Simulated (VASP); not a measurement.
# LiH (Fm-3m) in VASP: further runs, part 2 of 2

VASP 6.6.1. Earlier steps stand in the parts before.

**4. Single point, PBE**

File INCAR:

```
PREC = Accurate
ENCUT = 520
EDIFF = 1E-7
ISMEAR = -1
SIGMA = 0.02
LREAL = F
LASPH = T
NELM = 100
ALGO = Normal
ISIF = 2
LWAVE = F
LCHARG = F
GGA = PE
NBANDS = 9
```

File KPOINTS:

```
regular mesh
0
Gamma
  10 10 10
```

File POSCAR:

```
LiH
1.0
    0.0000000000      2.0035500380      2.0035500380
    2.0035500380      0.0000000000      2.0035500380
    2.0035500380      2.0035500380      0.0000000000
Li H
1 1
Direct
    0.0000000000      0.0000000000      0.0000000000
    0.5000000000      0.5000000000      0.5000000000
```

Potentials or basis: VASP PAW PBE potentials, release 64 (Li_sv, H).

Started as:

```
$ cat potpaw_PBE.64/Li_sv/POTCAR potpaw_PBE.64/H/POTCAR > POTCAR
$ mpirun -np 1 vasp_std > vasp.out
```

OUTCAR:

```text
PREC = Accurate
   ENCUT = 520
   EDIFF = 1E-7
   ISMEAR = -1
   LREAL = F
   LASPH = T
   NELM = 100
   ISIF = 2
   GGA = PE

 ion  position               nearest neighbor table
   1  0.000  0.000  0.000-
   2  0.500  0.500  0.500-

  LATTYP: Found a face centered cubic cell.
 ALAT       =     4.0071000760

  Lattice vectors:

 A1 = (   0.0000000000,   2.0035500380,   2.0035500380)
 A2 = (   2.0035500380,   0.0000000000,   2.0035500380)
 A3 = (   2.0035500380,   2.0035500380,   0.0000000000)

Analysis of symmetry for initial positions (statically):
=====================================================================
 Subroutine PRICEL returns:
 Original cell was already a primitive cell.

 Routine SETGRP: Setting up the symmetry group for a
 face centered cubic supercell.

 Subroutine GETGRP returns: Found 48 space group operations
 (whereof 48 operations were pure point group operations)
 out of a pool of 48 trial point group operations.

The static configuration has the point symmetry O_h .

Analysis of symmetry for dynamics (positions and initial velocities):
[... 156 lines left out ...]

  energy without entropy =       -6.12707084  energy(sigma->0) =       -6.12707084

 E-fermi :   0.6083     XC(G=0):  -8.5150

 val. band max:        0.0962274984   @ k =   0.5000   0.5000   0.0000
 cond. band min:       3.0747181166   @ k =   0.5000   0.5000   0.0000
 fundamental gap:      2.9784906182
 Fermi energy:         0.6083310840

 k-point     1 :       0.0000    0.0000    0.0000
  band No.  band energies     occupation
      1     -44.1932      2.00000
      2      -5.3410      2.00000
      3      16.2056      0.00000
      4      17.9983      0.00000
      5      17.9984      0.00000
      6      17.9984      0.00000
      7      22.7157      0.00000
      8      22.7157      0.00000
      9      22.7157      0.00000
[... 265 lines left out ...]
 k-point    24 :       0.4000    0.3000    0.0000
  band No.  band energies     occupation
      1     -44.1443      2.00000
      2      -2.2222      2.00000
      3       6.7882      0.00000
      4      10.5765      0.00000
      5      11.9030      0.00000
      6      16.3382      0.00000
      7      17.6710      0.00000
      8      29.6887      0.00000
      9      30.1530      0.00000

 [... further k-points ...]
[... 5 lines left out ...]
  --------------------------------------------------------------------------------------
  -------------------------------------------------------------------------------------
  Total       -0.0248633     -0.0248633     -0.0248633      0.0000000     -0.0000000      0.0000000
  in kB       -2.4764981     -2.4764981     -2.4764981      0.0000000     -0.0000000      0.0000000
  external PRESSURE =      -2.4764981 kB  Pullay stress =       0.0000000 kB

 VOLUME and BASIS-vectors are now :
 -----------------------------------------------------------------------------
  energy-cutoff  :      520.00
  volume of cell :       16.09
      direct lattice vectors                 reciprocal lattice vectors
     0.000000000  2.003550038  2.003550038    -0.249557032  0.249557032  0.249557032
     2.003550038  0.000000000  2.003550038     0.249557032 -0.249557032  0.249557032
     2.003550038  2.003550038  0.000000000     0.249557032  0.249557032 -0.249557032

 POSITION                                       TOTAL-FORCE (eV/Angst)
 -----------------------------------------------------------------------------------
      0.00000      0.00000      0.00000         0.000000      0.000000      0.000000
      2.00355      2.00355      2.00355        -0.000000     -0.000000     -0.000000
 -----------------------------------------------------------------------------------
    total drift:                                0.000000     -0.000000     -0.000000

  FREE ENERGIE OF THE ION-ELECTRON SYSTEM (eV)
  ---------------------------------------------------
  free  energy   TOTEN  =        -6.1270708412 eV

  energy  without entropy=       -6.1270708412  energy(sigma->0) =       -6.12707084
```

OSZICAR:

```text
N       E                     dE             d eps       ncg     rms          rms(c)
DAV:   1    -0.143035563514E+01   -0.14304E+01   -0.13684E+03   854   0.399E+02
DAV:   2    -0.631940107846E+01   -0.48890E+01   -0.48674E+01  1218   0.585E+01
DAV:   3    -0.636939598418E+01   -0.49995E-01   -0.49981E-01  1000   0.514E+00
DAV:   4    -0.636970437222E+01   -0.30839E-03   -0.30836E-03  1203   0.336E-01
DAV:   5    -0.636970554952E+01   -0.11773E-05   -0.11773E-05  1006   0.142E-02    0.287E+00
DAV:   6    -0.618671868192E+01    0.18299E+00   -0.14843E-01   947   0.120E+00    0.144E+00
DAV:   7    -0.612534086102E+01    0.61378E-01   -0.19274E-01   979   0.154E+00    0.220E-01
DAV:   8    -0.612714567652E+01   -0.18048E-02   -0.44651E-03  1009   0.436E-01    0.437E-02
DAV:   9    -0.612707720911E+01    0.68467E-04   -0.15876E-04  1090   0.488E-02    0.681E-03
DAV:  10    -0.612707207518E+01    0.51339E-05   -0.64478E-06   954   0.182E-02    0.239E-03
DAV:  11    -0.612707136403E+01    0.71115E-06   -0.19561E-07  1252   0.205E-03    0.477E-04
DAV:  12    -0.612707074858E+01    0.61545E-06   -0.70180E-09   571   0.634E-04    0.408E-04
DAV:  13    -0.612707084121E+01   -0.92630E-07   -0.86709E-09   510   0.431E-04
   1 F= -.61270708E+01 E0= -.61270708E+01  d E =-.260298E-13
```

Run time: 5.3 s. Hardware: 1 thread of Intel Xeon 6975P-C, shared host; peak memory 0.13 GiB.

Results:

```yaml
Free_energy: -6.1271 eV
Band_gap_on_the_k_mesh: 2.98 eV, direct
```

Caveat: the cutoff is under 1.25 times the usual one of these potentials, so pressure, stress and relaxed cells hold a basis-set (Pulay) error.

**5. Summary**

```tsv
level	potentials or basis	cell	k mesh	smearing	gap on the mesh (eV)
PBE	VASP PAW PBE potentials, release 64 (Li_sv, H)	a = 2.833 Å, angles 60.0°, 2 atoms	6 × 6 × 6	gaussian 0.01 eV	2.98
LDA	VASP PAW LDA potentials, release 64 (Li_sv, H)	a = 2.765 Å, angles 60.0°, 2 atoms	10 × 10 × 10	fermi-dirac 0.02 eV	2.53
PBE	VASP PAW PBE potentials, release 64 (Li_sv, H)	a = 2.833 Å, angles 60.0°, 2 atoms	10 × 10 × 10	fermi-dirac 0.02 eV	2.98
```

Alike in all rows: task single point; no spin polarisation; cutoff (eV) 520.

Caveats: some runs use coarse meshes; the cutoff is under 1.25 times the usual one of these potentials, so pressure, stress and relaxed cells hold a basis-set (Pulay) error.

Total energies depend on the potentials used, so only differences within one code and one set of settings carry meaning.
